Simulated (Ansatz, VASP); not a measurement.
Two plane-wave programs on Y3Si2F

The input INCAR:

```
SYSTEM = Y3Si2F
PREC     = Accurate       ! precision mode
ENCUT    = 600            ! plane-wave cutoff, eV
EDIFF    = 1E-6           ! SCF threshold, eV
ISMEAR   = 0              ! smearing method
SIGMA    = 0.1            ! smearing width, eV
LREAL    = .False.        ! projectors in reciprocal space
LASPH    = .True.         ! aspherical terms in the spheres
NELM     = 60             ! most SCF steps
ALGO     = Normal         ! electronic algorithm
ISIF     = 3              ! what is computed and relaxed
LWAVE    = .False.        ! write WAVECAR
LCHARG   = .False.        ! write CHGCAR
GGA      = PE             ! functional
IBRION   = 2              ! ionic algorithm
NSW      = 90             ! ionic steps
EDIFFG   = -0.04          ! ionic threshold
```

Contents of KPOINTS:

```
Automatic mesh
0
Gamma
  6 6 2
  0 0 0
```

File POSCAR:

```
Y3Si2F
1.0
    3.6177517761      0.0000000000      0.0000000000
    0.0000000000      3.6177517761      0.0000000000
    0.0000000000      0.0000000000     10.3719718554
Y Si F
3 2 1
Direct
    0.5000000000      0.5000000000      0.5373296050
    0.5000000000      0.5000000000      0.9758810014
    0.0000000000      0.0000000000      0.2396765340
    0.5000000000      0.0000000000      0.7523251623
    0.0000000000      0.5000000000      0.7523251623
    0.0000000000      0.0000000000      0.4600388249
```

Input for Ansatz:

```yaml
crystal:
  lattice:
    - [3.6177517761, 0.0, 0.0]
    - [0.0, 3.6177517761, 0.0]
    - [0.0, 0.0, 10.3719718554]
  atoms:
    - { symbol: "Y", position: [0.5, 0.5, 0.537329605] }
    - { symbol: "Y", position: [0.5, 0.5, 0.9758810014] }
    - { symbol: "Y", position: [0.0, 0.0, 0.239676534] }
    - { symbol: Si, position: [0.5, 0.0, 0.7523251623] }
    - { symbol: Si, position: [0.0, 0.5, 0.7523251623] }
    - { symbol: F, position: [0.0, 0.0, 0.4600388249] }
basis:
  ecutwfc: 420
kpoints:
  mp_grid: { grid: [6, 6, 2] }
hamiltonian:
  xc: pbe
scf:
  occupations: { method: gaussian, width: 0.1 }
  lower_state_search: "off"
output:
  forces: true
  stress: true
  eigenvalues: true
relax:
  adjacent_minimum: "off"
  f_tol: 0.04
  max_steps: 70
  cell: { stress_tol: 0.4 }
```

Alike in both runs: task relaxation of cell and atoms; functional PBE; k mesh 6 × 6 × 2; occupations gaussian, width 0.1 eV; no spin polarisation.

|  | VASP | Ansatz |
| --- | --- | --- |
| version | VASP 6.6.1 | Ansatz 0.2.0 |
| potentials or method | VASP PAW PBE potentials, release 64 (Y_sv, Si, F), cutoff 600 eV | scalar-relativistic, plane waves, PAW |
| valence electrons in the cell | 48 | 48 |

```tsv
	VASP	Ansatz	Ansatz less VASP
gap on the k mesh at the Fermi level, each at its own relaxed structure (eV)	none	none	-
relaxed volume (Å³/atom)	22.40	22.44	+0.036
relaxed cell length with the largest relative difference (Å)	3.594	3.600	+0.0053
```

A gap of «none» marks a metal or a gap that the smearing closes.
